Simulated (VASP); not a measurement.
Runs of VASP 6.6.1 on Zr. The structure is that of space group P6_3/mmc (No. 194), or close to it. The cells are those of the table. 

```csv
task,level,potentials or basis,cell,k mesh,cutoff (eV),smearing,ions in elastic constants,grid for exact exchange (PRECFOCK),share of exact exchange,screening parameter,gap on the mesh (eV),pressure (GPa)
single point,PBEsol,"VASP PAW PBE potentials, release 64 (Zr_sv)","a = 3.075, b = 3.075, c = 5.018 Å, angles 90.0, 90.0, 120.0°, 2 atoms",9 × 9 × 5,520,fermi-dirac 0.05 eV,-,-,-,-,none,10.1
single point,PBEsol,"VASP PAW PBE potentials, release 64 (Zr_sv)","a = 3.232, b = 3.232, c = 5.147 Å, angles 90.0, 90.0, 120.0°, 2 atoms",9 × 9 × 5,520,fermi-dirac 0.05 eV,-,-,-,-,none,(a)
single point,PBE,"VASP PAW PBE potentials, release 64 (Zr_sv)","a = 3.232, b = 3.232, c = 5.147 Å, angles 90.0, 90.0, 120.0°, 2 atoms",9 × 9 × 5,520,gaussian 0.025 eV,-,-,-,-,none,0.6
relaxation of cell and atoms,PBEsol,"VASP PAW PBE potentials, release 64 (Zr_sv)","relaxed to 30 GPa from a = 3.232, b = 3.232, c = 5.147 Å, angles 90.0, 90.0, 120.0°, 2 atoms",9 × 9 × 5,600,fermi-dirac 0.05 eV,-,-,-,-,none,30.0
single point,PBE,"VASP PAW PBE potentials, release 64 (Zr_sv)","a = 3.232, b = 3.232, c = 5.147 Å, angles 90.0, 90.0, 120.0°, 2 atoms",9 × 9 × 5,520,gaussian 0.027 eV,-,-,-,-,none,0.6
single point,PBE,"VASP PAW PBE potentials, release 64 (Zr_sv)","a = 3.188, b = 3.188, c = 5.077 Å, angles 90.0, 90.0, 120.0°, 2 atoms",9 × 9 × 5,520,fermi-dirac 0.05 eV,-,-,-,-,none,4.7
single point,BLYP+D3(BJ),"VASP PAW PBE potentials, release 64 (Zr_sv)","a = 3.142, b = 3.142, c = 5.103 Å, angles 90.0, 90.0, 120.0°, 2 atoms",9 × 9 × 5,520,fermi-dirac 0.05 eV,-,-,-,-,none,0.1
single point,PBE-based screened hybrid,"VASP PAW PBE potentials, release 64 (Zr_sv)","a = 3.269, b = 3.269, c = 5.059 Å, angles 90.0, 90.0, 120.0°, 2 atoms",5 × 5 × 3,520,fermi-dirac 0.05 eV,-,Normal,0.25,0.3 1/Å,none,0.0
single point,PBE+D3(BJ),"VASP PAW PBE potentials, release 64 (Zr_sv)","a = 3.182, b = 3.182, c = 5.123 Å, angles 90.0, 90.0, 120.0°, 2 atoms",9 × 9 × 5,520,fermi-dirac 0.05 eV,-,-,-,-,none,0.0
single point,RPBE,"VASP PAW PBE potentials, release 64 (Zr_sv)","a = 3.257, b = 3.257, c = 5.216 Å, angles 90.0, 90.0, 120.0°, 2 atoms",9 × 9 × 5,520,fermi-dirac 0.05 eV,-,-,-,-,none,0.0
```

Alike in all rows: no spin polarisation.

Q: Estimate the missing entries.

A: (a) -3.2.

Caveats: some runs use coarse meshes; the PAW data sets were made with another functional, which shifts forces and pressure a little (some runs); pairwise dispersion overbinds metals, which lowers pressure and volume (some runs); the cell is relaxed towards a set pressure, so the enthalpy falls and the energy may rise (some runs).

A k mesh can miss the band edges, and the runs leave out spin-orbit coupling on Zr.

A gap of «none» marks levels without a gap at the run's occupations.
